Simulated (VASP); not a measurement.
LiOs:

```
CELL_PARAMETERS angstrom
2.96680 0.00000 0.00000
0.00000 2.96680 0.00000
0.00000 0.00000 2.96680
ATOMIC_POSITIONS crystal
Li 0.00000 0.00000 0.00000
Os 0.50000 0.50000 0.50000
```

* Program: VASP 6.6.1
* Task: relaxation of cell and atoms
* Functional: r2SCAN
* Potentials or basis: VASP PAW PBE potentials, release 64 (Li_sv, Os)
* Cutoff: 600 eV
* k mesh: 6 × 6 × 6
* Occupations: gaussian, width 0.1 eV
* Spin: no spin polarisation

At the start: pressure -12.8 GPa; volume 13.06 Å³/atom.

**Question.** How do energy, volume and symmetry change on relaxing?

**Answer.** Over 3 steps the energy falls by 53.8 meV/atom and the volume is 11.88 Å³/atom (-9.0 %); space group Pm-3m (No. 221, to 0.05 Å).

Step by step:
```csv
step,energy change (eV),largest force (eV/Å),pressure (GPa),volume (Å³)
1,0.0000,0.0000,-12.83,26.11
2,-0.0558,0.0000,12.39,22.36
3,-0.1077,0.0000,0.38,23.75
```

Final structure:
```cif
data_structure
_symmetry_space_group_name_H-M 'P 1'
_symmetry_Int_Tables_number 1
_cell_length_a 2.8745
_cell_length_b 2.8745
_cell_length_c 2.8745
_cell_angle_alpha 90.000
_cell_angle_beta 90.000
_cell_angle_gamma 90.000
_cell_volume 23.75
loop_
_atom_site_label
_atom_site_type_symbol
_atom_site_fract_x
_atom_site_fract_y
_atom_site_fract_z
_atom_site_occupancy
Li1 Li 0.00000 0.00000 0.00000 1
Os1 Os 0.50000 0.50000 0.50000 1
```

Caveat: the cutoff is under 1.25 times the usual one of these potentials, so pressure, stress and relaxed cells hold a basis-set (Pulay) error; the PAW data sets were made with another functional, which shifts forces and pressure a little.
